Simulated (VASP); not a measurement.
# NaF in VASP: further runs

The runs below take NaF through single point, with PBE.

Program: VASP 6.6.1. These are calculated values, not measurements. Logs are shortened: lines on timing, memory, paths and dates and some standing lists are left out, and cuts for length are marked.

### Step 1. The cell of the first run

The structure is cubic, space group Fm-3m (No. 225). Conventional cell: a = 4.507 Å, b = 4.507 Å, c = 4.507 Å, α = 90.00°, β = 90.00°, γ = 90.00°. Within 3.0 Å of Na (site symmetry m-3m) lie 6 F at 2.25 Å. F (site symmetry m-3m) has 6 Na at 2.25 Å within 3.0 Å.

### Step 2. Single point, PBE (strain -0.030 along x and y, -0.030 along z)

INCAR reads:

```
PREC     = Accurate       # precision mode
ENCUT    = 520            # plane-wave cutoff, eV
EDIFF    = 1E-6           # SCF threshold, eV
ISMEAR   = 0              # smearing method
SIGMA    = 0.05           # smearing width, eV
LREAL    = F              # projectors in reciprocal space
LASPH    = T              # aspherical terms in the spheres
NELM     = 80             # most SCF steps
ALGO     = Normal         # electronic algorithm
ISIF     = 2              # what is computed and relaxed
LWAVE    = F              # write WAVECAR
LCHARG   = F              # write CHGCAR
GGA      = PE             # functional
NBANDS   = 14             # bands
```

KPOINTS reads:

```
regular mesh
0
Gamma
  8 8 8
```

POSCAR reads:

```
NaF
1.0
    0.0000000000      2.2536010000      2.2536010000
    2.2536010000      0.0000000000      2.2536010000
    2.2536010000      2.2536010000      0.0000000000
Na F
1 1
Direct
    0.0000000000      0.0000000000      0.0000000000
    0.5000000000      0.5000000000      0.5000000000
```

Potentials or basis: VASP PAW PBE potentials, release 64 (Na_pv, F).

Started as:

```console
$ cat potpaw_PBE.64/Na_pv/POTCAR potpaw_PBE.64/F/POTCAR > POTCAR
$ mpirun -np 1 vasp_std > vasp.out
```

OUTCAR:

```text
PREC = Accurate
   ENCUT = 520
   EDIFF = 1E-6
   ISMEAR = 0
   LREAL = F
   LASPH = T
   NELM = 80
   ISIF = 2
   GGA = PE

 ion  position               nearest neighbor table
   1  0.000  0.000  0.000-   2 2.25   2 2.25   2 2.25   2 2.25   2 2.25   2 2.25
   2  0.500  0.500  0.500-   1 2.25   1 2.25   1 2.25   1 2.25   1 2.25   1 2.25

  LATTYP: Found a face centered cubic cell.
 ALAT       =     4.5072020000

  Lattice vectors:

 A1 = (   0.0000000000,   2.2536010000,   2.2536010000)
 A2 = (   2.2536010000,   0.0000000000,   2.2536010000)
 A3 = (   2.2536010000,   2.2536010000,   0.0000000000)

Analysis of symmetry for initial positions (statically):
=====================================================================
 Subroutine PRICEL returns:
 Original cell was already a primitive cell.

 Routine SETGRP: Setting up the symmetry group for a
 face centered cubic supercell.

 Subroutine GETGRP returns: Found 48 space group operations
 (whereof 48 operations were pure point group operations)
 out of a pool of 48 trial point group operations.

The static configuration has the point symmetry O_h .

Analysis of symmetry for dynamics (positions and initial velocities):
=====================================================================
 Subroutine PRICEL returns:
 Original cell was already a primitive cell.

 Routine SETGRP: Setting up the symmetry group for a
 face centered cubic supercell.

 Subroutine GETGRP returns: Found 48 space group operations
 (whereof 48 operations were pure point group operations)
 out of a pool of 48 trial point group operations.

The dynamic configuration has the point symmetry O_h .

 Subroutine INISYM returns: Found 48 space group operations
 (whereof 48 operations are pure point group operations),
 and found     1 'primitive' translations

----------------------------------------------------------------------------------------

                                     Primitive cell

  volume of cell :      22.8908

  direct lattice vectors                    reciprocal lattice vectors
     0.000000000  2.253601000  2.253601000    -0.221867136  0.221867136  0.221867136
     2.253601000  0.000000000  2.253601000     0.221867136 -0.221867136  0.221867136
     2.253601000  2.253601000  0.000000000     0.221867136  0.221867136 -0.221867136

  length of vectors
     3.187073098  3.187073098  3.187073098     0.384285152  0.384285152  0.384285152

  position of ions in fractional coordinates (direct lattice)
     0.000000000  0.000000000  0.000000000
     0.500000000  0.500000000  0.500000000

  ion indices of the primitive-cell ions
   primitive index   ion index
                 1           1
                 2           2

----------------------------------------------------------------------------------------

 KPOINTS: regular mesh

Automatic generation of k-mesh.
 Grid dimensions read from file:
 generate k-points for:    8    8    8

 Generating k-lattice:

  Cartesian coordinates                     Fractional coordinates (reciprocal lattice)
    -0.027733392  0.027733392  0.027733392     0.125000000  0.000000000  0.000000000
     0.027733392 -0.027733392  0.027733392     0.000000000  0.125000000  0.000000000
     0.027733392  0.027733392 -0.027733392     0.000000000  0.000000000  0.125000000

  Length of vectors
     0.048035644  0.048035644  0.048035644

  Shift w.r.t. Gamma in fractional coordinates (k-lattice)
     0.000000000  0.000000000  0.000000000

 Subroutine IBZKPT returns following result:
 ===========================================

 Found     29 irreducible k-points:

 Following reciprocal coordinates:
            Coordinates               Weight
  0.000000  0.000000  0.000000      1.000000
  0.125000  0.000000  0.000000      8.000000
  0.250000  0.000000  0.000000      8.000000
  0.375000  0.000000  0.000000      8.000000
  0.500000  0.000000  0.000000      4.000000
  0.125000  0.125000  0.000000      6.000000
[... 16 lines left out ...]
  0.500000  0.250000  0.125000     48.000000
 -0.375000  0.250000  0.125000     24.000000
 [... further k-points ...]
   k-points           NKPTS =     29   k-points in BZ     NKDIM =     29   number of bands    NBANDS=     14
   number of dos      NEDOS =    301   number of ions     NIONS =      2
   total plane-waves  NPLWV =  13824
   dimension x,y,z NGX =    24 NGY =   24 NGZ =   24
   dimension x,y,z NGXF=    48 NGYF=   48 NGZF=   48
   ions per type =               1   1
   NGX,Y,Z   is equivalent  to a cutoff of  12.52, 12.52, 12.52 a.u.
   NGXF,Y,Z  is equivalent  to a cutoff of  25.04, 25.04, 25.04 a.u.
 SYSTEM =  unknown system
   PREC   = accura    normal or accurate (medium, high low for compatibility)
   ISTART =      0    job   : 0-new  1-cont  2-samecut
   ICHARG =      2    charge: 1-file 2-atom 10-const
   ISPIN  =      1    spin polarized calculation?
   LNONCOLLINEAR =      F non collinear calculations
   LSORBIT =      F    spin-orbit coupling
   LASPH  =      T    aspherical Exc in radial PAW
   ENCUT  =  520.0 eV  38.22 Ry    6.18 a.u.   5.93  5.93  5.93*2*pi/ulx,y,z
   NELM   =     80;   NELMIN=  2; NELMDL= -5     # of ELM steps
   EDIFF  = 0.1E-05   stopping-criterion for ELM
   LREAL  =      F    real-space projection
   EDIFFG = 0.1E-04   stopping-criterion for IOM
   NSW    =      0    number of steps for IOM
   IBRION =     -1    ionic relax: 0-MD 1-quasi-New 2-CG
   NFREE  =      0    steps in history (QN), initial steepest desc. (CG)
   ISIF   =      2    stress and relaxation
   ISYM   =      2    0-nonsym 1-usesym 2-fastsym
   POTIM  = 0.5000    time-step for ionic-motion
   TEBEG  =    0.0;   TEEND  =   0.0 temperature during run
   PSTRESS=    0.0 pullay stress
   NELECT =      14.0000    total number of electrons
   NUPDOWN=      -1.0000    fix difference up-down
   EMIN   =  10.00;   EMAX   =-10.00  energy-range for DOS
   EFERMI =   0.00;   METHOD = LEGACY
   ISMEAR =     0;   SIGMA  =   0.05  broadening in eV -4-tet -1-fermi 0-gaus
   EFERMI_NEDOS =   21; number of points for ismear=-14 and -15
   IALGO  =     38    algorithm
   IMIX   =      4    mixing-type and parameters
     AMIX     =   0.40;   BMIX     =  1.00
     AMIX_MAG =   1.60;   BMIX_MAG =  1.00
  volume/ion in A,a.u.               =      11.45        77.24
  Fermi-wavevector in a.u.,A,eV,Ry     =   1.389624  2.626008 26.273578  1.931053
  Thomas-Fermi vector in A             =   2.513636
   LORBIT       =      0    0 simple, 1 ext, 2 COOP (PROOUT), +10 PAW based schemes
   GGA     = PE    functional components
   LHFCALC =     F    Hartree Fock is set to
   AEXX    =    0.0000 exact exchange contribution
   IVDW    =     0    specifies the selected vdW correction
   LEPSILON=     F    determine dielectric tensor
   LRPA    =     F    only Hartree local field effects (RPA)
 non-spin polarized calculation
 Gauss-broadening in eV      SIGMA  =   0.05
  energy-cutoff  :      520.00
  volume of cell :       22.89
 maximum number of plane-waves:       636
   NGX = 11   NGY = 11   NGZ = 11

 number of electron      14.0000015 magnetization

 Free energy of the ion-electron system (eV)
  ---------------------------------------------------
  ext. energy  EPLUGINS =         0.00000000
  ---------------------------------------------------
  free energy    TOTEN  =        -8.50143650 eV

  energy without entropy =       -8.50143650  energy(sigma->0) =       -8.50143650

 E-fermi :  -1.4645     XC(G=0):  -9.5598

 val. band max:       -1.6964339328   @ k =   0.0000   0.0000   0.0000
 cond. band min:       5.0769472680   @ k =   0.0000   0.0000   0.0000
 fundamental gap:      6.7733812009
 Fermi energy:        -1.4645011311

 k-point     1 :       0.0000    0.0000    0.0000
  band No.  band energies     occupation
      1     -21.0212      2.00000
      2     -20.4041      2.00000
      3     -20.4041      2.00000
      4     -20.4041      2.00000
      5      -1.6964      2.00000
      6      -1.6964      2.00000
      7      -1.6964      2.00000
      8       5.0769      0.00000
      9      17.8768      0.00000
     10      17.8768      0.00000
     11      17.8768      0.00000
     12      20.9161      0.00000
     13      23.1891      0.00000
     14      23.1891      0.00000

 k-point     2 :       0.1250    0.0000    0.0000
  band No.  band energies     occupation
      1     -21.1696      2.00000
      2     -20.4063      2.00000
      3     -20.4063      2.00000
      4     -20.2306      2.00000
      5      -2.0251      2.00000
      6      -1.7415      2.00000
      7      -1.7415      2.00000
      8       5.6551      0.00000
      9      16.1035      0.00000
     10      18.1519      0.00000
     11      18.1519      0.00000
     12      22.6810      0.00000
     13      22.6810      0.00000
     14      22.9871      0.00000

 k-point     3 :       0.2500    0.0000    0.0000
  band No.  band energies     occupation
      1     -21.3947      2.00000
      2     -20.4115      2.00000
      3     -20.4115      2.00000
      4     -19.9441      2.00000
      5      -2.6959      2.00000
      6      -1.8487      2.00000
      7      -1.8487      2.00000
      8       7.0348      0.00000
      9      14.0075      0.00000
     10      18.7855      0.00000
     11      18.7856      0.00000
     12      22.0518      0.00000
     13      22.0518      0.00000
     14      23.9653      0.00000

 k-point     4 :       0.3750    0.0000    0.0000
  band No.  band energies     occupation
      1     -21.5527      2.00000
      2     -20.4168      2.00000
      3     -20.4168      2.00000
      4     -19.7232      2.00000
      5      -3.2603      2.00000
      6      -1.9536      2.00000
      7      -1.9536      2.00000
      8       8.6279      0.00000
      9      12.3975      0.00000
     10      19.2437      0.00000
     11      19.2437      0.00000
     12      22.0376      0.00000
     13      22.0377      0.00000
     14      23.4972      0.00000

 k-point     5 :       0.5000    0.0000    0.0000
  band No.  band energies     occupation
      1     -21.6080      2.00000
      2     -20.4190      2.00000
      3     -20.4190      2.00000
      4     -19.6413      2.00000
      5      -3.4733      2.00000
      6      -1.9965      2.00000
      7      -1.9965      2.00000
      8       9.6135      0.00000
      9      11.5015      0.00000
     10      19.3361      0.00000
     11      19.3361      0.00000
[... 276 lines left out ...]
 k-point    22 :       0.3750    0.2500    0.1250
  band No.  band energies     occupation
      1     -21.3642      2.00000
      2     -20.4523      2.00000
      3     -20.4223      2.00000
      4     -19.9257      2.00000
      5      -2.8508      2.00000
      6      -2.0530      2.00000
      7      -1.9424      2.00000
      8       8.1020      0.00000
      9      13.3467      0.00000
     10      17.5524      0.00000
     11      19.2286      0.00000
     12      19.5524      0.00000
     13      23.6182      0.00000
     14      27.0263      0.00000

 k-point    23 :       0.5000    0.2500    0.1250
  band No.  band energies     occupation
      1     -21.4012      2.00000
      2     -20.4720      2.00000
      3     -20.4350      2.00000
      4     -19.8413      2.00000
      5      -3.0762      2.00000
      6      -2.2561      2.00000
      7      -2.0409      2.00000
      8       9.5996      0.00000
      9      12.4333      0.00000
     10      16.6510      0.00000
     11      18.5718      0.00000
     12      20.7791      0.00000
     13      22.9787      0.00000
     14      27.4401      0.00000

 k-point    24 :      -0.3750    0.2500    0.1250
  band No.  band energies     occupation
      1     -21.4145      2.00000
      2     -20.4760      2.00000
      3     -20.4447      2.00000
      4     -19.8083      2.00000
      5      -3.1559      2.00000
      6      -2.3448      2.00000
      7      -2.0836      2.00000
      8      10.6553      0.00000
      9      11.7025      0.00000
     10      16.3280      0.00000
     11      18.2737      0.00000
     12      21.4261      0.00000
     13      22.5697      0.00000
     14      27.6547      0.00000

 [... further k-points ...]

------------------------ aborting loop because EDIFF is reached ----------------------------------------

  FORCE on cell =-STRESS in cart. coord.  units (eV):
  Direction    XX          YY          ZZ          XY          YZ          ZX
  --------------------------------------------------------------------------------------
  -------------------------------------------------------------------------------------
  Total        1.0737485      1.0737485      1.0737485      0.0000000      0.0000000     -0.0000000
  in kB       75.1539966     75.1539966     75.1539966      0.0000000      0.0000000     -0.0000000
  external PRESSURE =      75.1539966 kB  Pullay stress =       0.0000000 kB

 VOLUME and BASIS-vectors are now :
 -----------------------------------------------------------------------------
  energy-cutoff  :      520.00
  volume of cell :       22.89
      direct lattice vectors                 reciprocal lattice vectors
     0.000000000  2.253601000  2.253601000    -0.221867136  0.221867136  0.221867136
     2.253601000  0.000000000  2.253601000     0.221867136 -0.221867136  0.221867136
     2.253601000  2.253601000  0.000000000     0.221867136  0.221867136 -0.221867136

 POSITION                                       TOTAL-FORCE (eV/Angst)
 -----------------------------------------------------------------------------------
      0.00000      0.00000      0.00000         0.000000      0.000000     -0.000000
      2.25360      2.25360      2.25360         0.000000      0.000000      0.000000
 -----------------------------------------------------------------------------------
    total drift:                                0.000000     -0.000000      0.000000

  FREE ENERGIE OF THE ION-ELECTRON SYSTEM (eV)
  ---------------------------------------------------
  free  energy   TOTEN  =        -8.5014365017 eV

  energy  without entropy=       -8.5014365017  energy(sigma->0) =       -8.50143650
```

It took 14 s on 1 thread of Intel Xeon 6975P-C, shared host; peak memory 0.1 GiB.

Results:

| Item | Value |
| --- | --- |
| Free energy | -8.5014 eV |
| Pressure | 7.5 GPa |
| Band gap on the k mesh | 6.77 eV, direct |

Levels at points of the mesh, in eV from the valence-band top:
| k point | band 5 | band 6 | band 7 | band 8 | band 9 | band 10 |
| --- | --- | --- | --- | --- | --- | --- |
| (0.00, 0.00, 0.00) | 0.00 | 0.00 | 0.00 | 6.77 | 19.57 | 19.57 |
| (0.50, 0.00, 0.00) | -1.78 | -0.30 | -0.30 | 11.31 | 13.20 | 21.03 |
| (0.50, 0.50, 0.00) | -1.40 | -0.45 | -0.45 | 13.58 | 13.86 | 14.46 |

Caveat: the cell differs from its parent crystal (strain -0.030 along x and y, -0.030 along z).

(Part 1 of 2 ends here.)
